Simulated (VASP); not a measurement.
# CoW3 (Pm-3m) in VASP: a series of runs

The runs below take CoW3 through relaxation of the atoms, single point, with PBEsol.

Everything below comes from runs of VASP 6.6.1. Logs are shortened: lines on timing, memory, paths and dates and some standing lists are left out, and cuts for length are marked.

## (1) The cell of the first run

It takes space group Pm-3m (No. 221, cubic). The conventional cell has a = 3.907 Å, b = 3.907 Å, c = 3.907 Å, α = 90.00°, β = 90.00°, γ = 90.00°. Within 3.6 Å of W (site symmetry 4/mmm) lie 8 W at 2.76 Å and 4 Co at 2.76 Å. Within 3.6 Å of Co (site symmetry m-3m) lie 12 W at 2.76 Å.

## (2) Relaxation of the atoms, PBEsol, collinear spin, ferromagnetic start

File INCAR:

```
PREC = Accurate
ENCUT = 520
EDIFF = 1E-6
ISMEAR = -1
SIGMA = 0.05
LREAL = False
LASPH = True
NELM = 150
ALGO = Normal
ISIF = 2
LWAVE = False
LCHARG = False
ISPIN = 2
MAGMOM = 0 0 0 2
LORBIT = 11
LMAXMIX = 4
GGA = PS
IBRION = 2
NSW = 60
EDIFFG = -0.01
```

File KPOINTS:

```
Automatic mesh
0
Gamma
  6 6 6
```

File POSCAR:

```
CoW3
1.0
    3.9073510000      0.0000000000      0.0000000000
    0.0000000000      3.9073510000      0.0000000000
    0.0000000000      0.0000000000      3.9073510000
W Co
3 1
Direct
    0.5000000000      0.5000000000      0.0000000000
    0.5000000000      0.0000000000      0.5000000000
    0.0000000000      0.5000000000      0.5000000000
    0.0000000000      0.0000000000      0.0000000000
```

Potentials or basis: VASP PAW PBE potentials, release 64 (W_sv, Co).

Launch:

```bash
> cat potpaw_PBE.64/W_sv/POTCAR potpaw_PBE.64/Co/POTCAR > POTCAR
> mpirun -np 1 vasp_std > vasp.out
```

OUTCAR:

```text
PREC = Accurate
   ENCUT = 520
   EDIFF = 1E-6
   ISMEAR = -1
   LREAL = False
   LASPH = True
   NELM = 150
   ISIF = 2
   ISPIN = 2
   LORBIT = 11
   GGA = PS
   IBRION = 2
   NSW = 60
   EDIFFG = -0.01

 ion  position               nearest neighbor table
   1  0.500  0.500  0.000-   2 2.76   3 2.76   4 2.76   2 2.76   3 2.76   2 2.76   4 2.76   2 2.76
                             3 2.76   4 2.76   3 2.76   4 2.76
   2  0.500  0.000  0.500-   1 2.76   3 2.76   4 2.76   1 2.76   4 2.76   1 2.76   3 2.76   1 2.76
                             3 2.76   4 2.76   4 2.76   3 2.76
   3  0.000  0.500  0.500-   1 2.76   2 2.76   4 2.76   1 2.76   4 2.76   2 2.76   4 2.76   4 2.76
                             1 2.76   2 2.76   1 2.76   2 2.76
   4  0.000  0.000  0.000-   1 2.76   2 2.76   3 2.76   2 2.76   3 2.76   1 2.76   3 2.76   3 2.76
                             1 2.76   2 2.76   2 2.76   1 2.76

  LATTYP: Found a simple cubic cell.
 ALAT       =     3.9073510000

  Lattice vectors:

 A1 = (   3.9073510000,   0.0000000000,   0.0000000000)
 A2 = (   0.0000000000,   3.9073510000,   0.0000000000)
 A3 = (   0.0000000000,   0.0000000000,   3.9073510000)

Analysis of symmetry for initial positions (statically):
=====================================================================
 Subroutine PRICEL returns:
 Original cell was already a primitive cell.

 Routine SETGRP: Setting up the symmetry group for a
 simple cubic supercell.

 Subroutine GETGRP returns: Found 48 space group operations
 (whereof 48 operations were pure point group operations)
 out of a pool of 48 trial point group operations.

The static configuration has the point symmetry O_h .

Analysis of symmetry for dynamics (positions and initial velocities):
=====================================================================
 Subroutine PRICEL returns:
 Original cell was already a primitive cell.

 Routine SETGRP: Setting up the symmetry group for a
 simple cubic supercell.

 Subroutine GETGRP returns: Found 48 space group operations
 (whereof 48 operations were pure point group operations)
 out of a pool of 48 trial point group operations.

The dynamic configuration has the point symmetry O_h .

Analysis of structural, dynamic, and magnetic symmetry:
=====================================================================
 Subroutine PRICEL returns:
 Original cell was already a primitive cell.

 Routine SETGRP: Setting up the symmetry group for a
 simple cubic supercell.

 Subroutine GETGRP returns: Found 48 space group operations
 (whereof 48 operations were pure point group operations)
 out of a pool of 48 trial point group operations.

The overall configuration has the point symmetry O_h .

 Subroutine INISYM returns: Found 48 space group operations
 (whereof 48 operations are pure point group operations),
 and found     1 'primitive' translations

----------------------------------------------------------------------------------------

                                     Primitive cell

  volume of cell :      59.6551

  direct lattice vectors                    reciprocal lattice vectors
     3.907351000  0.000000000  0.000000000     0.255927865  0.000000000  0.000000000
     0.000000000  3.907351000  0.000000000     0.000000000  0.255927865  0.000000000
     0.000000000  0.000000000  3.907351000     0.000000000  0.000000000  0.255927865

  length of vectors
     3.907351000  3.907351000  3.907351000     0.255927865  0.255927865  0.255927865

  position of ions in fractional coordinates (direct lattice)
     0.500000000  0.500000000  0.000000000
     0.500000000  0.000000000  0.500000000
     0.000000000  0.500000000  0.500000000
     0.000000000  0.000000000  0.000000000

  ion indices of the primitive-cell ions
   primitive index   ion index
                 1           1
                 2           2
                 3           3
                 4           4

----------------------------------------------------------------------------------------

 KPOINTS: Automatic mesh

Automatic generation of k-mesh.
 Grid dimensions read from file:
 generate k-points for:    6    6    6

 Generating k-lattice:

  Cartesian coordinates                     Fractional coordinates (reciprocal lattice)
     0.042654644  0.000000000  0.000000000     0.166666667  0.000000000  0.000000000
     0.000000000  0.042654644  0.000000000     0.000000000  0.166666667  0.000000000
     0.000000000  0.000000000  0.042654644     0.000000000  0.000000000  0.166666667

  Length of vectors
     0.042654644  0.042654644  0.042654644

  Shift w.r.t. Gamma in fractional coordinates (k-lattice)
     0.000000000  0.000000000  0.000000000

 Subroutine IBZKPT returns following result:
 ===========================================

 Found     20 irreducible k-points:

 Following reciprocal coordinates:
            Coordinates               Weight
  0.000000  0.000000  0.000000      1.000000
  0.166667  0.000000  0.000000      6.000000
  0.333333  0.000000  0.000000      6.000000
  0.500000  0.000000  0.000000      3.000000
  0.166667  0.166667  0.000000     12.000000
  0.333333  0.166667  0.000000     24.000000
[... 12 lines left out ...]
  0.500000  0.500000  0.333333      6.000000
  0.500000  0.500000  0.500000      1.000000
   k-points           NKPTS =     20   k-points in BZ     NKDIM =     20   number of bands    NBANDS=     31
   number of dos      NEDOS =    301   number of ions     NIONS =      4
   total plane-waves  NPLWV =  27000
   dimension x,y,z NGX =    30 NGY =   30 NGZ =   30
   dimension x,y,z NGXF=    60 NGYF=   60 NGZF=   60
   ions per type =               3   1
   NGX,Y,Z   is equivalent  to a cutoff of  12.76, 12.76, 12.76 a.u.
   NGXF,Y,Z  is equivalent  to a cutoff of  25.53, 25.53, 25.53 a.u.
 SYSTEM =  unknown system
   PREC   = accura    normal or accurate (medium, high low for compatibility)
   ISTART =      0    job   : 0-new  1-cont  2-samecut
   ICHARG =      2    charge: 1-file 2-atom 10-const
   ISPIN  =      2    spin polarized calculation?
   LNONCOLLINEAR =      F non collinear calculations
   LSORBIT =      F    spin-orbit coupling
   LASPH  =      T    aspherical Exc in radial PAW
   ENCUT  =  520.0 eV  38.22 Ry    6.18 a.u.   7.27  7.27  7.27*2*pi/ulx,y,z
   NELM   =    150;   NELMIN=  2; NELMDL= -5     # of ELM steps
   EDIFF  = 0.1E-05   stopping-criterion for ELM
   LREAL  =      F    real-space projection
   EDIFFG = -.1E-01   stopping-criterion for IOM
   NSW    =     60    number of steps for IOM
   IBRION =      2    ionic relax: 0-MD 1-quasi-New 2-CG
   NFREE  =      1    steps in history (QN), initial steepest desc. (CG)
   ISIF   =      2    stress and relaxation
   ISYM   =      2    0-nonsym 1-usesym 2-fastsym
   POTIM  = 0.5000    time-step for ionic-motion
   TEBEG  =    0.0;   TEEND  =   0.0 temperature during run
   PSTRESS=    0.0 pullay stress
   NELECT =      51.0000    total number of electrons
   NUPDOWN=      -1.0000    fix difference up-down
   EMIN   =  10.00;   EMAX   =-10.00  energy-range for DOS
   EFERMI =   0.00;   METHOD = LEGACY
   ISMEAR =    -1;   SIGMA  =   0.05  broadening in eV -4-tet -1-fermi 0-gaus
   EFERMI_NEDOS =   21; number of points for ismear=-14 and -15
   IALGO  =     38    algorithm
   IMIX   =      4    mixing-type and parameters
     AMIX     =   0.40;   BMIX     =  1.00
     AMIX_MAG =   1.60;   BMIX_MAG =  1.00
  volume/ion in A,a.u.               =      14.91       100.64
  Fermi-wavevector in a.u.,A,eV,Ry     =   1.553755  2.936171 32.846556  2.414154
  Thomas-Fermi vector in A             =   2.657940
   LORBIT       =     11    0 simple, 1 ext, 2 COOP (PROOUT), +10 PAW based schemes
   GGA     = PS    functional components
   LHFCALC =     F    Hartree Fock is set to
   AEXX    =    0.0000 exact exchange contribution
   IVDW    =     0    specifies the selected vdW correction
   LEPSILON=     F    determine dielectric tensor
   LRPA    =     F    only Hartree local field effects (RPA)
 conjugate gradient relaxation of ions
 spin polarized calculation
  energy-cutoff  :      520.00
  volume of cell :       59.66
 maximum number of plane-waves:      1640
 NGX is ok and might be reduce to    30
   NGX = 15   NGY = 15   NGZ = 15

 number of electron      51.0000007 magnetization       0.3467336

 Free energy of the ion-electron system (eV)
  ---------------------------------------------------
  ext. energy  EPLUGINS =         0.00000000
  ---------------------------------------------------
  free energy    TOTEN  =       -48.08134495 eV

  energy without entropy =      -48.04277801  energy(sigma->0) =      -48.06206148

 E-fermi :  10.2634     XC(G=0): -13.5952

 val. band max:       10.2612734695   @ k =   0.3333   0.1667   0.0000
 cond. band min:      10.2644148647   @ k =   0.5000   0.1667   0.1667
 fundamental gap:      0.0031413953
 Fermi energy:        10.2634306767

 spin component 1

 k-point     1 :       0.0000    0.0000    0.0000
  band No.  band energies     occupation
      1     -63.3786      1.00000
      2     -63.2186      1.00000
      3     -63.2186      1.00000
      4     -28.0479      1.00000
      5     -28.0479      1.00000
      6     -28.0479      1.00000
[... 23 lines left out ...]
     30      13.2827      0.00000
     31      14.3843      0.00000

 k-point     2 :       0.1667    0.0000    0.0000
  band No.  band energies     occupation
      1     -63.3691      1.00000
      2     -63.2281      1.00000
      3     -63.2186      1.00000
      4     -28.0105      1.00000
      5     -28.0105      1.00000
      6     -27.9887      1.00000
[... 23 lines left out ...]
     30      13.9525      0.00000
     31      13.9525      0.00000

 k-point     3 :       0.3333    0.0000    0.0000
  band No.  band energies     occupation
      1     -63.3448      1.00000
      2     -63.2525      1.00000
      3     -63.2184      1.00000
      4     -27.9199      1.00000
      5     -27.9199      1.00000
      6     -27.8219      1.00000
[... 567 lines left out ...]
     30      12.9280      0.00000
     31      13.1882      0.00000

 k-point    20 :       0.5000    0.5000    0.5000
  band No.  band energies     occupation
      1     -63.2712      1.00000
      2     -63.2712      1.00000
      3     -63.2712      1.00000
      4     -28.3998      1.00000
      5     -27.9580      1.00000
      6     -27.9580      1.00000
[... 23 lines left out ...]
     30      12.6676      0.00000
     31      12.6676      0.00000
 Fermi energy:        10.2634306767

 spin component 2

 k-point     1 :       0.0000    0.0000    0.0000
  band No.  band energies     occupation
      1     -63.3745      1.00000
      2     -63.2145      1.00000
      3     -63.2145      1.00000
      4     -28.0426      1.00000
      5     -28.0426      1.00000
      6     -28.0426      1.00000
[... 23 lines left out ...]
     30      13.2957      0.00000
     31      14.4087      0.00000

 k-point     2 :       0.1667    0.0000    0.0000
  band No.  band energies     occupation
      1     -63.3650      1.00000
      2     -63.2240      1.00000
      3     -63.2145      1.00000
      4     -28.0052      1.00000
      5     -28.0052      1.00000
      6     -27.9834      1.00000
[... 23 lines left out ...]
     30      13.9877      0.00000
     31      13.9877      0.00000

 k-point     3 :       0.3333    0.0000    0.0000
  band No.  band energies     occupation
      1     -63.3407      1.00000
      2     -63.2484      1.00000
      3     -63.2143      1.00000
      4     -27.9147      1.00000
      5     -27.9147      1.00000
      6     -27.8165      1.00000
[... 567 lines left out ...]
     30      12.9912      0.00000
     31      13.2681      0.00000

 k-point    20 :       0.5000    0.5000    0.5000
  band No.  band energies     occupation
      1     -63.2672      1.00000
      2     -63.2672      1.00000
      3     -63.2672      1.00000
      4     -28.3963      1.00000
      5     -27.9510      1.00000
      6     -27.9510      1.00000
[... 23 lines left out ...]
     30      12.7565      0.00000
     31      12.7565      0.00000

------------------------ aborting loop because EDIFF is reached ----------------------------------------

  FORCE on cell =-STRESS in cart. coord.  units (eV):
  Direction    XX          YY          ZZ          XY          YZ          ZX
  --------------------------------------------------------------------------------------
  -------------------------------------------------------------------------------------
  Total       -3.7130555     -3.7130555     -3.7130555     -0.0000000      0.0000000     -0.0000000
  in kB      -99.7228646    -99.7228646    -99.7228646     -0.0000000      0.0000000     -0.0000000
  external PRESSURE =     -99.7228646 kB  Pullay stress =       0.0000000 kB

 VOLUME and BASIS-vectors are now :
 -----------------------------------------------------------------------------
  energy-cutoff  :      520.00
  volume of cell :       59.66
      direct lattice vectors                 reciprocal lattice vectors
     3.907351000  0.000000000  0.000000000     0.255927865  0.000000000  0.000000000
     0.000000000  3.907351000  0.000000000     0.000000000  0.255927865  0.000000000
     0.000000000  0.000000000  3.907351000     0.000000000  0.000000000  0.255927865

 POSITION                                       TOTAL-FORCE (eV/Angst)
 -----------------------------------------------------------------------------------
      1.95368      1.95368      0.00000         0.000000      0.000000      0.000000
      1.95368      0.00000      1.95368         0.000000      0.000000      0.000000
      0.00000      1.95368      1.95368         0.000000      0.000000      0.000000
      0.00000      0.00000      0.00000         0.000000      0.000000      0.000000
 -----------------------------------------------------------------------------------
    total drift:                                0.000000      0.000000     -0.000000

  FREE ENERGIE OF THE ION-ELECTRON SYSTEM (eV)
  ---------------------------------------------------
  free  energy   TOTEN  =       -48.0813449525 eV

  energy  without entropy=      -48.0427780102  energy(sigma->0) =      -48.06206148

 reached required accuracy - stopping structural energy minimisation

 total charge

# of ion       s       p       d       tot
------------------------------------------
    1        2.417   6.302   3.360  12.080
    2        2.417   6.302   3.360  12.080
    3        2.417   6.302   3.360  12.080
    4        0.463   0.549   7.273   8.286
--------------------------------------------------
tot          7.715  19.456  17.354  44.525

 magnetization (x)

# of ion       s       p       d       tot
------------------------------------------
    1        0.000  -0.002   0.010   0.008
    2        0.000  -0.002   0.010   0.008
    3        0.000  -0.002   0.010   0.008
    4        0.002   0.006   0.311   0.319
--------------------------------------------------
tot          0.002   0.001   0.341   0.344
```

It took 2.8 min on 1 thread of Oxide Virtual Turin-like, shared host; peak memory 0.19 GiB.

What came out:

- Free energy: -48.0813 eV
- Pressure after relaxing: -10.0 GPa
- Net moment: 0.35 μB per cell
- Site moments: W +0.01; Co +0.32 μB
- Valence electrons inside the program's atomic spheres: W 12.08; Co 8.29

Final structure:
```
CELL_PARAMETERS angstrom
3.90735 0.00000 0.00000
0.00000 3.90735 0.00000
0.00000 0.00000 3.90735
ATOMIC_POSITIONS crystal
W 0.50000 0.50000 0.00000
W 0.50000 0.00000 0.50000
W 0.00000 0.50000 0.50000
Co 0.00000 0.00000 0.00000
```

Caveat: the relaxation stopped at its first step, so nothing moved; the PAW data sets were made with another functional, which shifts forces and pressure a little; spin-orbit coupling is left out, which moves the levels of the heavy elements.

## (3) Single point, PBEsol, collinear spin, zero start

File INCAR:

```
PREC = Accurate
ENCUT = 600
EDIFF = 1E-6
ISMEAR = -1
SIGMA = 0.05
LREAL = False
LASPH = True
NELM = 200
ALGO = Normal
ISIF = 2
LWAVE = False
LCHARG = False
ISPIN = 2
MAGMOM = 0 0 0 0
LORBIT = 11
NUPDOWN = 0.0
LMAXMIX = 4
GGA = PS
NBANDS = 38
GGA_COMPAT = False
```

KPOINTS is that of step 2.

POSCAR is that of step 2.

Potentials or basis: VASP PAW PBE potentials, release 64 (W_sv, Co).

Launch:

```bash
> cat potpaw_PBE.64/W_sv/POTCAR potpaw_PBE.64/Co/POTCAR > POTCAR
> mpirun -np 1 vasp_std > vasp.out
```

It took 3.4 min on 1 thread of Oxide Virtual Turin-like, shared host; peak memory 0.21 GiB.

Results (log left out):

| Quantity | Value |
| --- | --- |
| Free energy | -48.0800 eV |
| Pressure | -9.9 GPa |
| Net moment | 0.00 μB per cell |
| Valence electrons inside the program's atomic spheres | W 12.08; Co 8.29 |

Caveat: the cell stands under tension; the PAW data sets were made with another functional, which shifts forces and pressure a little; spin-orbit coupling is left out, which moves the levels of the heavy elements; the total moment is fixed, so each spin has its own Fermi level.

[end of part 1 of 2]
